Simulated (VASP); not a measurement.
# Hf4Si in VASP: further runs, part 2 of 2

VASP 6.6.1. Earlier steps stand in the parts before.

## Step 3: Single point, PBE (volume scaled by 0.97, then relaxed in part)

INCAR reads:

```
PREC = Accurate
ENCUT = 520
EDIFF = 1E-7
ISMEAR = 0
SIGMA = 0.1
LREAL = F
LASPH = T
NELM = 60
ALGO = Fast
ISIF = 2
LWAVE = F
LCHARG = T
GGA = PE
LELF = T
LVHAR = T
NBANDS = 55
```

KPOINTS reads:

```
regular mesh
0
Gamma
  6 6 6
```

POSCAR reads:

```
Hf4Si
1.0
    6.1847670246      0.0000000000      0.0000000000
    0.0000000000      6.1847670246      0.0000000000
    0.0000000000      0.0000000000      5.4716298549
Hf Si
8 2
Direct
    0.6619267577      0.1619267577      0.7456328267
    0.8380732423      0.6619267577      0.7456328267
    0.3380732423      0.1619267577      0.2543671733
    0.6619267577      0.8380732423      0.2543671733
    0.1619267577      0.3380732423      0.7456328267
    0.8380732423      0.3380732423      0.2543671733
    0.1619267577      0.6619267577      0.2543671733
    0.3380732423      0.8380732423      0.7456328267
    0.5000000000      0.5000000000      0.0000000000
    0.0000000000      0.0000000000      0.0000000000
```

Potentials or basis: VASP PAW PBE potentials, release 64 (Hf_pv, Si).

On the command line:

```
> cat potpaw_PBE.64/Hf_pv/POTCAR potpaw_PBE.64/Si/POTCAR > POTCAR
> mpirun -np 1 vasp_std > vasp.out
```

OUTCAR:

```text
PREC = Accurate
   ENCUT = 520
   EDIFF = 1E-7
   ISMEAR = 0
   LREAL = F
   LASPH = T
   NELM = 60
   ISIF = 2
   GGA = PE

 ion  position               nearest neighbor table
   1  0.662  0.162  0.746-   9 2.70  10 2.70   8 2.83   6 3.10   6 3.18   2 3.28   5 3.28   2 3.28
                             5 3.28   4 3.35   3 3.35   4 3.43   3 3.43
   2  0.838  0.662  0.746-   9 2.70  10 2.70   5 2.83   4 3.10   4 3.18   1 3.28   8 3.28   1 3.28
                             8 3.28   7 3.35   6 3.35   6 3.43   7 3.43
   3  0.338  0.162  0.254-   9 2.70  10 2.70   4 2.83   5 3.10   5 3.18   7 3.28   6 3.28   7 3.28
                             6 3.28   8 3.35   1 3.35   1 3.43   8 3.43
   4  0.662  0.838  0.254-   9 2.70  10 2.70   3 2.83   2 3.10   2 3.18   7 3.28   6 3.28   6 3.28
                             7 3.28   8 3.35   1 3.35   1 3.43   8 3.43
   5  0.162  0.338  0.746-   9 2.70  10 2.70   2 2.83   3 3.10   3 3.18   1 3.28   8 3.28   8 3.28
                             1 3.28   7 3.35   6 3.35   6 3.43   7 3.43
   6  0.838  0.338  0.254-   9 2.70  10 2.70   7 2.83   1 3.10   1 3.18   3 3.28   4 3.28   4 3.28
                             3 3.28   2 3.35   5 3.35   2 3.43   5 3.43
   7  0.162  0.662  0.254-   9 2.70  10 2.70   6 2.83   8 3.10   8 3.18   4 3.28   3 3.28   3 3.28
                             4 3.28   5 3.35   2 3.35   5 3.43   2 3.43
   8  0.338  0.838  0.746-   9 2.70  10 2.70   1 2.83   7 3.10   7 3.18   5 3.28   2 3.28   5 3.28
                             2 3.28   3 3.35   4 3.35   4 3.43   3 3.43
   9  0.500  0.500  0.000-   1 2.70   2 2.70   3 2.70   4 2.70   5 2.70   6 2.70   7 2.70   8 2.70

  10  0.000  0.000  0.000-   1 2.70   2 2.70   3 2.70   4 2.70   5 2.70   6 2.70   7 2.70   8 2.70

  LATTYP: Found a simple tetragonal cell.
 ALAT       =     6.1847670246
 C/A-ratio  =     0.8846945783

  Lattice vectors:

 A1 = (   6.1847670246,   0.0000000000,   0.0000000000)
 A2 = (   0.0000000000,   6.1847670246,   0.0000000000)
 A3 = (   0.0000000000,   0.0000000000,   5.4716298549)

Analysis of symmetry for initial positions (statically):
=====================================================================
 Subroutine PRICEL returns:
 Original cell was already a primitive cell.

 Routine SETGRP: Setting up the symmetry group for a
 simple tetragonal supercell.

 Subroutine GETGRP returns: Found 16 space group operations
 (whereof  8 operations were pure point group operations)
 out of a pool of 16 trial point group operations.
[... 164 lines left out ...]
 non-spin polarized calculation
 RMM-DIIS sequential band-by-band and
 Gauss-broadening in eV      SIGMA  =   0.10
  energy-cutoff  :      520.00
  volume of cell :      209.30
 maximum number of plane-waves:      5668
 NGX is ok and might be reduce to    48
   NGX = 23   NGY = 23   NGZ = 21

 number of electron      87.9999982 magnetization

 Free energy of the ion-electron system (eV)
  ---------------------------------------------------
  ext. energy  EPLUGINS =         0.00000000
  ---------------------------------------------------
  free energy    TOTEN  =       -92.44443090 eV

  energy without entropy =      -92.41372132  energy(sigma->0) =      -92.42907611

 E-fermi :   5.1208     XC(G=0): -11.1701

 val. band max:        5.1206914501   @ k =   0.5000   0.1667   0.5000
 cond. band min:       5.1294442957   @ k =   0.3333   0.3333   0.3333
 fundamental gap:      0.0087528457
 Fermi energy:         5.1208427590

 k-point     1 :       0.0000    0.0000    0.0000
  band No.  band energies     occupation
      1     -25.5805      2.00000
      2     -25.5709      2.00000
      3     -25.5206      2.00000
      4     -25.4214      2.00000
      5     -25.3981      2.00000
      6     -25.3461      2.00000
[... 1381 lines left out ...]
     54       7.1829      0.00000
     55       8.1675      0.00000

 [... further k-points ...]
[... 5 lines left out ...]
  --------------------------------------------------------------------------------------
  -------------------------------------------------------------------------------------
  Total        4.2165416      4.2165416      4.2052284      0.0000000      0.0000000      0.0000000
  in kB       32.2777737     32.2777737     32.1911707      0.0000000      0.0000000      0.0000000
  external PRESSURE =      32.2489060 kB  Pullay stress =       0.0000000 kB

 VOLUME and BASIS-vectors are now :
 -----------------------------------------------------------------------------
  energy-cutoff  :      520.00
  volume of cell :      209.30
      direct lattice vectors                 reciprocal lattice vectors
     6.184767025  0.000000000  0.000000000     0.161687578  0.000000000  0.000000000
     0.000000000  6.184767025  0.000000000     0.000000000  0.161687578  0.000000000
     0.000000000  0.000000000  5.471629855     0.000000000  0.000000000  0.182760901

 POSITION                                       TOTAL-FORCE (eV/Angst)
 -----------------------------------------------------------------------------------
      4.09386      1.00148      4.07983        -0.006930     -0.006930      0.006874
      5.18329      4.09386      4.07983         0.006930     -0.006930      0.006874
      2.09090      1.00148      1.39180         0.006930     -0.006930     -0.006874
      4.09386      5.18329      1.39180        -0.006930      0.006930     -0.006874
      1.00148      2.09090      4.07983        -0.006930      0.006930      0.006874
      5.18329      2.09090      1.39180         0.006930      0.006930     -0.006874
      1.00148      4.09386      1.39180        -0.006930     -0.006930     -0.006874
      2.09090      5.18329      4.07983         0.006930      0.006930      0.006874
      3.09238      3.09238      0.00000        -0.000000     -0.000000     -0.000000
      0.00000      0.00000      0.00000        -0.000000      0.000000      0.000000
 -----------------------------------------------------------------------------------
    total drift:                               -0.000000      0.000000      0.000000

  FREE ENERGIE OF THE ION-ELECTRON SYSTEM (eV)
  ---------------------------------------------------
  free  energy   TOTEN  =       -92.4444308987 eV

  energy  without entropy=      -92.4137213185  energy(sigma->0) =      -92.42907611
```

stdout:

```text
POSCAR found type information on POSCAR HfSi
 POSCAR found :  2 types and      10 ions
 scaLAPACK will be used
 LDA part: xc-table for (Slater+PW92), standard interpolation
 POSCAR, INCAR and KPOINTS ok, starting setup
 FFT: planning ... GRIDC
 FFT: planning ... GRID_SOFT
 FFT: planning ... GRID
 WAVECAR not read
 entering main loop
```

Run time: 21 min. Hardware: 1 thread of Oxide Virtual Turin-like, shared host; peak memory 0.48 GiB.

What came out:

* Free energy: -92.4444 eV
* Pressure: 3.2 GPa
* Largest force: 0.012 eV/Å
* Band gap on the k mesh: zero (band 44 reaches 5.46 eV, above the bottom of band 45 at 4.94 eV)

Forces on the atoms (eV/Å):
```
Hf  -0.007 -0.007  0.007
Hf   0.007 -0.007  0.007
Hf   0.007 -0.007 -0.007
Hf  -0.007  0.007 -0.007
Hf  -0.007  0.007  0.007
Hf   0.007  0.007 -0.007
Hf  -0.007 -0.007 -0.007
Hf   0.007  0.007  0.007
Si   0.000  0.000  0.000
Si   0.000  0.000  0.000
```

Levels at points of the mesh, in eV from the Fermi level:
| k point | band 41 | band 42 | band 43 | band 44 | band 45 | band 46 | band 47 | band 48 |
| --- | --- | --- | --- | --- | --- | --- | --- | --- |
| (0.00, 0.00, 0.00) | -0.59 | -0.59 | -0.57 | -0.31 | 0.22 | 0.25 | 0.25 | 0.35 |
| (0.50, 0.00, 0.00) | -0.98 | -0.98 | -0.52 | -0.52 | 0.56 | 0.56 | 1.00 | 1.00 |
| (0.50, 0.50, 0.00) | -1.12 | -1.12 | -0.61 | -0.61 | 1.08 | 1.08 | 1.30 | 1.30 |
| (0.00, 0.00, 0.50) | -0.25 | 0.01 | 0.02 | 0.23 | 0.23 | 0.33 | 0.53 | 1.11 |
| (0.50, 0.00, 0.50) | -0.19 | -0.19 | -0.08 | -0.08 | 0.09 | 0.09 | 0.24 | 0.24 |
| (0.50, 0.50, 0.50) | -0.64 | -0.64 | -0.54 | -0.54 | -0.08 | -0.08 | 0.11 | 0.11 |

Caveat: spin-orbit coupling is left out, which moves the levels of the heavy elements.

## Step 4: Single point, PBE

INCAR reads:

```
PREC = Accurate
ENCUT = 520
EDIFF = 1E-7
ISMEAR = 0
SIGMA = 0.1
LREAL = F
LASPH = T
NELM = 80
ALGO = Fast
ISIF = 2
LWAVE = F
LCHARG = F
GGA = PE
NBANDS = 55
```

KPOINTS reads:

```
Automatic mesh
0
Gamma
  6 6 6
```

POSCAR reads:

```
Hf4Si
1.0
    6.2510340338      0.0000000000      0.0000000000
    0.0000000000      6.2510340338      0.0000000000
    0.0000000000      0.0000000000      5.5218923897
Hf Si
8 2
Direct
    0.6619863403      0.1619863403      0.7476039709
    0.8380136597      0.6619863403      0.7476039709
    0.3380136597      0.1619863403      0.2523960291
    0.6619863403      0.8380136597      0.2523960291
    0.1619863403      0.3380136597      0.7476039709
    0.8380136597      0.3380136597      0.2523960291
    0.1619863403      0.6619863403      0.2523960291
    0.3380136597      0.8380136597      0.7476039709
    0.5000000000      0.5000000000      0.0000000000
    0.0000000000      0.0000000000      0.0000000000
```

On the command line:

```
> cat potpaw_PBE.64/Hf_pv/POTCAR potpaw_PBE.64/Si/POTCAR > POTCAR
> mpirun -np 1 vasp_std > vasp.out
```

Run time: 15 min. Hardware: 1 thread of Oxide Virtual Turin-like, shared host; peak memory 0.48 GiB.

It converged, with:

```yaml
Free_energy: -92.5033 eV
Pressure: -0.3 GPa
Largest_force: 0.019 eV/Å
Band_gap_on_the_k_mesh: zero (band 44 reaches 5.25 eV, above the bottom of band 45 at 4.74 eV)
```

Forces on the atoms (eV/Å):
```
Hf  -0.011 -0.011  0.011
Hf   0.011 -0.011  0.011
Hf   0.011 -0.011 -0.011
Hf  -0.011  0.011 -0.011
Hf  -0.011  0.011  0.011
Hf   0.011  0.011 -0.011
Hf  -0.011 -0.011 -0.011
Hf   0.011  0.011  0.011
Si   0.000  0.000  0.000
Si   0.000  0.000  0.000
```

Levels at points of the mesh, in eV from the Fermi level:
| k point | band 42 | band 43 | band 44 | band 45 | band 46 | band 47 |
| --- | --- | --- | --- | --- | --- | --- |
| (0.00, 0.00, 0.00) | -0.59 | -0.59 | -0.29 | 0.24 | 0.27 | 0.27 |
| (0.50, 0.00, 0.00) | -0.97 | -0.53 | -0.53 | 0.55 | 0.55 | 0.97 |
| (0.50, 0.50, 0.00) | -1.09 | -0.62 | -0.62 | 1.03 | 1.03 | 1.29 |
| (0.00, 0.00, 0.50) | -0.03 | 0.09 | 0.20 | 0.20 | 0.31 | 0.51 |
| (0.50, 0.00, 0.50) | -0.18 | -0.03 | -0.03 | 0.05 | 0.05 | 0.20 |
| (0.50, 0.50, 0.50) | -0.63 | -0.48 | -0.48 | -0.05 | -0.05 | 0.08 |

Caveat: spin-orbit coupling is left out, which moves the levels of the heavy elements.

## Step 5: Overview

```tsv
cell	k mesh	smearing	gap on the mesh (eV)	pressure (GPa)	largest force (eV/Å)
a = 5.521, b = 6.253, c = 6.253 Å, angles 90.0, 89.9, 90.0°, 10 atoms	4 × 4 × 4	gaussian 0.2 eV	none	-0.4	0.01
a = 6.185, b = 6.185, c = 5.472 Å, 10 atoms	6 × 6 × 6	gaussian 0.1 eV	none	3.2	0.01
a = 6.251, b = 6.251, c = 5.522 Å, 10 atoms	6 × 6 × 6	gaussian 0.1 eV	none	-0.3	0.02
```

Alike in all rows: task single point; level PBE; potentials or basis VASP PAW PBE potentials, release 64 (Hf_pv, Si); no spin polarisation; cutoff (eV) 520.

Caveats: spin-orbit coupling is left out, which moves the levels of the heavy elements.

Absolute energies hang on the potentials; compare differences alone.
